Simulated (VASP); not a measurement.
BaZrO3:

```xyz
5
Lattice="4.2735 0.0000 0.0000 0.0000 4.2735 0.0000 0.0000 0.0000 4.2735" Properties=species:S:1:pos:R:3 pbc="T T T"
Ba    0.0000    0.0000    0.0000
Zr    2.1368    2.1368    2.1368
O     2.1368    2.1368    0.0000
O     2.1368    0.0000    2.1368
O     0.0000    2.1368    2.1368
```

Program: VASP 6.6.1. Alike in all runs: task single point; no spin polarisation; cell as given; k mesh 6 × 6 × 6; cutoff (eV) 520; smearing fermi-dirac 0.05 eV.

Problem. Order these runs on this cell by their pressure, lowest first.
A. level PBE; potentials or basis VASP PAW PBE potentials, release 64 (Ba_sv, Zr_sv, O)
B. level r2SCAN; potentials or basis VASP PAW PBE potentials, release 64 (Ba_sv, Zr_sv, O)
C. level LDA; potentials or basis VASP PAW LDA potentials, release 64 (Ba_sv, Zr_sv, O)

Solution. C (-11.9 GPa), B (-6.3 GPa), A (-3.7 GPa).

Caveats: the PAW data sets were made with another functional, which shifts forces and pressure a little (some runs).
